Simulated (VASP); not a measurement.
Si:

```
Si
1.0
    -3.32782    3.32782    3.32782
     3.32782   -3.32782    3.32782
     3.32782    3.32782   -3.32782
Si
8
Cartesian
  2.3398 2.3398 2.3398
  0.9880 4.3158 -0.9880
  4.3158 -0.9880 0.9880
  -0.9880 0.9880 4.3158
  0.9880 0.9880 0.9880
  -0.9880 2.3398 0.9880
  2.3398 0.9880 -0.9880
  0.9880 -0.9880 2.3398
```

| Property | Result |
| --- | --- |
| Program | VASP 6.6.1 |
| Task | relaxation of cell and atoms |
| Functional | LDA |
| Potentials or basis | VASP PAW LDA potentials, release 64 (Si) |
| Cutoff | 600 eV |
| k mesh | 6 × 6 × 6 |
| Occupations | fermi-dirac, width 0.05 eV |
| Spin | no spin polarisation |

At the start: pressure -3.5 GPa; volume 18.43 Å³/atom.

**Question.** Where does the relaxation end?

**Answer.** Over 5 steps the energy falls by 7.7 meV/atom and the volume is 17.73 Å³/atom (-3.8 %); space group Ia-3 (No. 206, to 0.05 Å).

Step by step:
```tsv
step	energy change (eV)	largest force (eV/Å)	pressure (GPa)	volume (Å³)
1	0.0000	0.0769	-3.51	147.41
2	-0.0283	0.2587	2.68	138.96
3	-0.0578	0.1125	-0.07	142.38
4	-0.0609	0.0418	-0.03	142.05
5	-0.0614	0.0005	0.00	141.84
```

Final structure:
```
Si
1.0
    -3.28531    3.28531    3.28531
     3.28531   -3.28531    3.28531
     3.28531    3.28531   -3.28531
Si
8
Direct
  0.70415 0.70415 0.70415
  0.50000 0.00000 0.79585
  0.00000 0.79585 0.50000
  0.79585 0.50000 0.00000
  0.29585 0.29585 0.29585
  0.50000 0.00000 0.20415
  0.00000 0.20415 0.50000
  0.20415 0.50000 0.00000
```
